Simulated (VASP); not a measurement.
# Sb (R-3m) in VASP: a series of runs, part 2 of 2

VASP 6.6.1. The steps go on from the part before.

## 5. Relaxation of cell and atoms, revPBE

This run uses another cell than the first one, of 30.21 Å³/atom, 0.946 times its volume.

The input, INCAR:

```
SYSTEM = Sb
ALGO = Normal
EDIFF = 1E-6
EDIFFG = -0.01
ENCUT = 600
GGA = RE
IBRION = 2
ISIF = 3
ISMEAR = -1
LASPH = .TRUE.
LCHARG = .FALSE.
LREAL = .FALSE.
LWAVE = .FALSE.
NELM = 80
NSW = 80
PREC = Accurate
SIGMA = 0.05
```

The input, KPOINTS:

```
k-points
0
G
  8 8 8
  0 0 0
```

The input, POSCAR:

```
Sb
1.0
    2.1542000000      1.2437279499      3.7580000000
   -2.1542000000      1.2437279499      3.7580000000
    0.0000000000     -2.4874558998      3.7580000000
Sb
2
Direct
    0.7665100000      0.7665100000      0.7665100000
    0.2334900000      0.2334900000      0.2334900000
```

Potentials or basis: VASP PAW PBE potentials, release 64 (Sb).

On the command line:

```console
cat potpaw_PBE.64/Sb/POTCAR > POTCAR
mpirun -np 1 vasp_std > vasp.out
```

OUTCAR:

```text
SYSTEM = Sb
   EDIFF = 1E-6
   EDIFFG = -0.01
   ENCUT = 600
   GGA = RE
   IBRION = 2
   ISIF = 3
   ISMEAR = -1
   LASPH = .TRUE.
   LREAL = .FALSE.
   NELM = 80
   NSW = 80
   PREC = Accurate

 ion  position               nearest neighbor table
   1  0.767  0.767  0.767-   2 2.91   2 2.91   2 2.91   2 3.35   2 3.35   2 3.35
   2  0.233  0.233  0.233-   1 2.91   1 2.91   1 2.91   1 3.35   1 3.35   1 3.35

  LATTYP: Found a trigonal (rhomboedric) cell.
 ALAT       =     4.5066618304
 COS(alpha) =     0.5430253624

  Lattice vectors:

 A1 = (   2.1542000000,   1.2437279499,   3.7580000000)
 A2 = (  -2.1542000000,   1.2437279499,   3.7580000000)
 A3 = (   0.0000000000,  -2.4874558998,   3.7580000000)

Analysis of symmetry for initial positions (statically):
=====================================================================
 Subroutine PRICEL returns:
 Original cell was already a primitive cell.

 Routine SETGRP: Setting up the symmetry group for a
 trigonal (rhombohedral) supercell.

 Subroutine GETGRP returns: Found 12 space group operations
 (whereof 12 operations were pure point group operations)
 out of a pool of 12 trial point group operations.

The static configuration has the point symmetry D_3d.

Analysis of symmetry for dynamics (positions and initial velocities):
=====================================================================
 Subroutine PRICEL returns:
 Original cell was already a primitive cell.

 Routine SETGRP: Setting up the symmetry group for a
 trigonal (rhombohedral) supercell.

 Subroutine GETGRP returns: Found 12 space group operations
 (whereof 12 operations were pure point group operations)
 out of a pool of 12 trial point group operations.

The dynamic configuration has the point symmetry D_3d.

 Subroutine INISYM returns: Found 12 space group operations
 (whereof 12 operations are pure point group operations),
 and found     1 'primitive' translations

----------------------------------------------------------------------------------------
[... 139 lines left out ...]
  free energy    TOTEN  =        -7.61575016 eV

  energy without entropy =       -7.61281043  energy(sigma->0) =       -7.61428029

------------------------ aborting loop because EDIFF is reached ----------------------------------------

  FORCE on cell =-STRESS in cart. coord.  units (eV):
  Direction    XX          YY          ZZ          XY          YZ          ZX
  --------------------------------------------------------------------------------------
  -------------------------------------------------------------------------------------
  Total        1.4689492      1.4689492      1.2425396      0.0000000      0.0000000      0.0000000
  in kB       38.9581125     38.9581125     32.9534870      0.0000000      0.0000000      0.0000000
  external PRESSURE =      36.9565706 kB  Pullay stress =       0.0000000 kB
[... 89 lines left out ...]
  FREE ENERGIE OF THE ION-ELECTRON SYSTEM (eV)
  ---------------------------------------------------
  free  energy   TOTEN  =        -7.6585427701 eV

  energy  without entropy=       -7.6558717340  energy(sigma->0) =       -7.65720725

[... ionic steps 4 to 8 ...]

--------------------------------------- Ionic step        9  -------------------------------------------

 number of electron      10.0000000 magnetization

------------------------ aborting loop because EDIFF is reached ----------------------------------------
[... 67 lines left out ...]
--------------------------------------- Ionic step       11  -------------------------------------------

 number of electron      10.0000000 magnetization

 Free energy of the ion-electron system (eV)
  ---------------------------------------------------
  ext. energy  EPLUGINS =         0.00000000
  ---------------------------------------------------
  free energy    TOTEN  =        -7.66425486 eV

  energy without entropy =       -7.66207251  energy(sigma->0) =       -7.66316368

 E-fermi :   6.4395     XC(G=0):  -9.1030

 val. band max:        6.4091347894   @ k =   0.3750   0.2500   0.2500
 cond. band min:       6.5190286519   @ k =   0.3750   0.1250   0.1250
 fundamental gap:      0.1098938625
 Fermi energy:         6.4395010637

 k-point     1 :       0.0000    0.0000    0.0000
  band No.  band energies     occupation
      1      -5.7795      2.00000
      2       1.1929      2.00000
      3       4.4382      2.00000
      4       4.7367      2.00000
      5       4.7367      2.00000
      6       8.1937      0.00000
      7       8.8717      0.00000
      8       8.8717      0.00000
      9      11.6587      0.00000
[... 265 lines left out ...]
 k-point    24 :       0.3750    0.1250    0.1250
  band No.  band energies     occupation
      1      -4.8861      2.00000
      2      -1.0403      2.00000
      3       3.2502      2.00000
      4       4.8495      2.00000
      5       6.4037      1.34323
      6       6.5190      0.33861
      7       7.2710      0.00000
      8       9.2047      0.00000
      9      11.4511      0.00000

 [... further k-points ...]
[... 5 lines left out ...]
  --------------------------------------------------------------------------------------
  -------------------------------------------------------------------------------------
  Total        0.0023091      0.0023091      0.0032075      0.0000000      0.0000000      0.0000000
  in kB        0.0563656      0.0563656      0.0782955      0.0000000      0.0000000      0.0000000
  external PRESSURE =       0.0636755 kB  Pullay stress =       0.0000000 kB
[... 17 lines left out ...]
  FREE ENERGIE OF THE ION-ELECTRON SYSTEM (eV)
  ---------------------------------------------------
  free  energy   TOTEN  =        -7.6642548606 eV

  energy  without entropy=       -7.6620725081  energy(sigma->0) =       -7.66316368

 reached required accuracy - stopping structural energy minimisation
```

OSZICAR:

```text
N       E                     dE             d eps       ncg     rms          rms(c)
DAV:   1     0.414804960674E+02    0.41480E+02   -0.39543E+03  1170   0.974E+02
DAV:   2    -0.575026497339E+01   -0.47231E+02   -0.46107E+02  1561   0.130E+02
DAV:   3    -0.759307818692E+01   -0.18428E+01   -0.18342E+01  1503   0.307E+01
[... 78 lines left out ...]
       N       E                     dE             d eps       ncg     rms          rms(c)
DAV:   1    -0.766428530648E+01   -0.60910E-04   -0.10293E-03  1267   0.179E-01    0.246E-02
DAV:   2    -0.766426691401E+01    0.18392E-04   -0.21397E-05  1204   0.342E-02    0.141E-02
DAV:   3    -0.766425478823E+01    0.12126E-04   -0.20719E-05  1223   0.235E-02    0.447E-03
DAV:   4    -0.766425486059E+01   -0.72359E-07   -0.16645E-07   590   0.380E-03
  11 F= -.76642549E+01 E0= -.76631637E+01  d E =-.101233E-04
```

Wall time 2.9 min (1 thread of Intel Xeon Platinum 8488C (Sapphire Rapids), shared host); peak memory 0.24 GiB.

Results:

```yaml
Free_energy: -7.6643 eV
Relaxed_volume: 32.82 Å³/atom
Relaxed_cell: a = 4.672 Å, b = 4.672 Å, c = 4.672 Å, α = 56.13°, β = 56.13°, γ = 56.13°
Space_group_after_relaxing_to_0.05_Å: R-3m (No. 166)
Energy_gained_by_relaxing: 24.3 meV/atom
Ionic_steps: 11
Pressure_after_relaxing: 0.0 GPa
Band_gap_on_the_k_mesh: zero (band 5 reaches 6.41 eV, above the bottom of band 6 at 6.17 eV)
```

Step by step:
```csv
step,energy change (eV),largest force (eV/Å),pressure (GPa),volume (Å³)
1,0.0000,0.2201,3.70,60.41
2,-0.0273,0.3460,-1.71,66.71
3,-0.0428,0.1512,0.09,64.20
4,-0.0447,0.1113,0.07,64.45
5,-0.0471,0.0106,0.04,65.02
6,-0.0472,0.0180,0.03,65.17
7,-0.0480,0.0090,0.00,65.37
8,-0.0485,0.0032,-0.04,65.66
9,-0.0485,0.0047,-0.04,65.69
10,-0.0485,0.0122,0.08,65.54
11,-0.0485,0.0016,0.01,65.64
```

Final structure:
```
Sb
1.0
     2.19795    1.26898    3.92209
    -2.19795    1.26898    3.92209
     0.00000   -2.53797    3.92209
Sb
2
Cartesian
  0.0000 0.0000 9.0442
  0.0000 0.0000 2.7221
```

Caveat: the PAW data sets were made with another functional, which shifts forces and pressure a little; spin-orbit coupling is left out, which moves the levels of the heavy elements. Zero-point motion and thermal expansion aren't in these numbers.

## 6. Single point, revPBE+D3(BJ)

This run uses another cell than the first one, of 28.88 Å³/atom, 0.905 times its volume.

The input, INCAR:

```
SYSTEM = Sb
  PREC = Accurate
  ENCUT = 520
  EDIFF = 1E-6
  ISMEAR = -1
  SIGMA = 0.05
  LREAL = .FALSE.
  LASPH = .TRUE.
  NELM = 100
  ALGO = Normal
  ISIF = 2
  LWAVE = .FALSE.
  LCHARG = .FALSE.
  GGA = RE
  IVDW = 12
  NBANDS = 12
```

The input, KPOINTS:

```
regular mesh
0
G
  8 8 8
  0 0 0
```

The input, POSCAR:

```
Sb
1.0
    2.1467251086      1.2394123193      3.6187414599
   -2.1467251086      1.2394123193      3.6187414599
    0.0000000000     -2.4788246387      3.6187414599
Sb
2
Direct
    0.7624344379      0.7624344379      0.7624344379
    0.2375655621      0.2375655621      0.2375655621
```

Potentials or basis: VASP PAW PBE potentials, release 64 (Sb).

On the command line:

```console
cat potpaw_PBE.64/Sb/POTCAR > POTCAR
mpirun -np 1 vasp_std > vasp.out
```

Wall time 15 s (1 thread of Intel Xeon 6975P-C (Granite Rapids), shared host); peak memory 0.22 GiB.

The run converged. Its results:

```yaml
Free_energy: -9.4250 eV
Pressure: 0.0 GPa
Largest_force: 0.030 eV/Å
Band_gap_on_the_k_mesh: zero (band 5 reaches 7.96 eV, above the bottom of band 6 at 7.69 eV)
Dispersion_energy_per_atom: -0.934 eV
```

Forces on the atoms (eV/Å):
```
Sb   0.000  0.000 -0.030
Sb   0.000  0.000  0.030
```

Levels at points of the mesh, in eV from the Fermi level:
```
           k point  band 1  band 2  band 3  band 4  band 5  band 6  band 7  band 8  band 9  band 10
(0.00, 0.00, 0.00)  -12.98   -4.51   -2.04   -1.93   -1.93    2.48    2.91    2.91    4.80     4.80
(0.50, 0.00, 0.00)  -10.45   -9.90   -1.75   -1.56   -0.41   -0.12    0.10    0.24    8.06     8.69
(0.50, 0.50, 0.00)  -10.45   -7.87   -5.83   -3.94   -3.91    1.55    5.23    5.55    7.44     8.80
(0.50, 0.50, 0.50)  -11.05   -9.39   -1.31   -1.31   -0.39   -0.22   -0.22    0.86    7.55     8.86
```

Caveat: the PAW data sets were made with another functional, which shifts forces and pressure a little; spin-orbit coupling is left out, which moves the levels of the heavy elements; pairwise dispersion overbinds metals, which lowers pressure and volume.

## 7. Summary

```csv
task,level,cell,cutoff (eV),gap on the mesh (eV),pressure (GPa),largest force (eV/Å)
single point,PBE,"a = 4.602 Å, angles 56.8°, 2 atoms",520,none,0.0,0.03
single point,revPBE,"a = 4.690 Å, angles 55.9°, 2 atoms",520,none,0.0,0.03
single point,RPBE,"a = 4.735 Å, angles 55.4°, 2 atoms",520,none,0.0,0.04
relaxation of cell and atoms,revPBE,"relaxed from a = 4.507 Å, angles 57.1°, 2 atoms",600,none,0.0,-
single point,revPBE+D3(BJ),"a = 4.386 Å, angles 58.6°, 2 atoms",520,none,0.0,0.03
```

Alike in all rows: potentials or basis VASP PAW PBE potentials, release 64 (Sb); no spin polarisation; k mesh 8 × 8 × 8; smearing fermi-dirac 0.05 eV.

Caveats: spin-orbit coupling is left out, which moves the levels of the heavy elements; the PAW data sets were made with another functional, which shifts forces and pressure a little (some runs); pairwise dispersion overbinds metals, which lowers pressure and volume (some runs).

Total energies depend on the potentials used, so only differences within one code and one set of settings carry meaning.
